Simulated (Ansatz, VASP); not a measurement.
**SiO2 in VASP and in Ansatz**

File INCAR:

```
SYSTEM = SiO2
PREC     = Accurate       ! precision mode
ENCUT    = 520            ! plane-wave cutoff, eV
EDIFF    = 1E-6           ! SCF threshold, eV
ISMEAR   = 0              ! smearing method
SIGMA    = 0.02           ! smearing width, eV
LREAL    = .False.        ! projectors in reciprocal space
LASPH    = .True.         ! aspherical terms in the spheres
NELM     = 80             ! most SCF steps
ALGO     = Normal         ! electronic algorithm
ISIF     = 2              ! what is computed and relaxed
LWAVE    = .False.        ! write WAVECAR
LCHARG   = .False.        ! write CHGCAR
GGA      = PE             ! functional
NBANDS   = 44             ! bands
```

File KPOINTS:

```
Automatic mesh
0
Gamma
  6 6 4
  0 0 0
```

File POSCAR:

```
SiO2
1.0
    5.0836999392      0.0000000000      0.0000000000
    0.0000000000      5.0836999392      0.0000000000
    0.0000000000      0.0000000000      7.1008765718
Si O
4 8
Direct
    0.2938575611      0.2938575611      0.0000000000
    0.2061424389      0.7938575611      0.2500000000
    0.7061424389      0.7061424389      0.5000000000
    0.7938575611      0.2061424389      0.7500000000
    0.2411800971      0.0934526146      0.1742257763
    0.4065473854      0.7411800971      0.4242257763
    0.7588199029      0.9065473854      0.6742257763
    0.5934526146      0.2588199029      0.9242257763
    0.7411800971      0.4065473854      0.5757742237
    0.9065473854      0.7588199029      0.3257742237
    0.2588199029      0.5934526146      0.0757742237
    0.0934526146      0.2411800971      0.8257742237
```

Input for Ansatz:

```yaml
crystal:
  lattice:
    - [5.0836999392, 0.0, 0.0]
    - [0.0, 5.0836999392, 0.0]
    - [0.0, 0.0, 7.1008765718]
  atoms:
    - { symbol: Si, position: [0.2938575611, 0.2938575611, 0.0] }
    - { symbol: Si, position: [0.2061424389, 0.7938575611, 0.25] }
    - { symbol: Si, position: [0.7061424389, 0.7061424389, 0.5] }
    - { symbol: Si, position: [0.7938575611, 0.2061424389, 0.75] }
    - { symbol: O, position: [0.2411800971, 0.0934526146, 0.1742257763] }
    - { symbol: O, position: [0.4065473854, 0.7411800971, 0.4242257763] }
    - { symbol: O, position: [0.7588199029, 0.9065473854, 0.6742257763] }
    - { symbol: O, position: [0.5934526146, 0.2588199029, 0.9242257763] }
    - { symbol: O, position: [0.7411800971, 0.4065473854, 0.5757742237] }
    - { symbol: O, position: [0.9065473854, 0.7588199029, 0.3257742237] }
    - { symbol: O, position: [0.2588199029, 0.5934526146, 0.0757742237] }
    - { symbol: O, position: [0.0934526146, 0.2411800971, 0.8257742237] }
basis:
  ecutwfc: 420
kpoints:
  mp_grid: { grid: [6, 6, 4] }
hamiltonian:
  xc: pbe
scf:
  occupations: { method: gaussian, width: 0.02 }
output:
  forces: false
  stress: false
  eigenvalues: true
  eigenstates:
    kpoints:
      - [0.0, 0.0, 0.0]
      - [0.016181919, 0.0, 0.0]
      - [-0.016181919, 0.0, 0.0]
      - [0.0, 0.016181919, 0.0]
      - [0.0, -0.016181919, 0.0]
      - [0.0, 0.0, 0.022602792]
      - [0.0, 0.0, -0.022602792]
      - [0.011442345, 0.011442345, 0.0]
      - [-0.011442345, -0.011442345, 0.0]
      - [0.011442345, 0.0, 0.015982588]
      - [-0.011442345, 0.0, -0.015982588]
      - [0.0, 0.011442345, 0.015982588]
      - [0.0, -0.011442345, -0.015982588]
      - [0.009342636, 0.009342636, 0.013049728]
      - [-0.009342636, -0.009342636, -0.013049728]
      - [0.0, 0.0, 0.0]
      - [0.016181919, 0.0, 0.0]
      - [-0.016181919, 0.0, 0.0]
      - [0.0, 0.016181919, 0.0]
      - [0.0, -0.016181919, 0.0]
      - [0.0, 0.0, 0.022602792]
      - [0.0, 0.0, -0.022602792]
      - [0.011442345, 0.011442345, 0.0]
      - [-0.011442345, -0.011442345, 0.0]
      - [0.011442345, 0.0, 0.015982588]
      - [-0.011442345, 0.0, -0.015982588]
      - [0.0, 0.011442345, 0.015982588]
      - [0.0, -0.011442345, -0.015982588]
      - [0.009342636, 0.009342636, 0.013049728]
      - [-0.009342636, -0.009342636, -0.013049728]
    e_range: [-7.011222, 7.011222]
checkpoint:
  read: start.run
  write: ck
  compress: false
  write_wavefunctions: false
  write_every: 100000
```

Alike in both runs: task single point; functional PBE; k mesh 6 × 6 × 4; occupations gaussian, width 0.02 eV; no spin polarisation.

|  | VASP | Ansatz |
| --- | --- | --- |
| version | VASP 6.6.1 | Ansatz 0.2.0 |
| potentials or method | VASP PAW PBE potentials, release 64 (Si, O), cutoff 520 eV | scalar-relativistic, plane waves, PAW |
| valence electrons in the cell | 64 | 64 |

```tsv
	VASP	Ansatz	Ansatz less VASP
gap on the k mesh at the Fermi level (eV)	5.51	5.51	-0.001
least direct gap on the mesh (eV)	5.51	5.51	-0.001
```

The functional is the same, so the differences come from potentials, cutoffs and numerics.
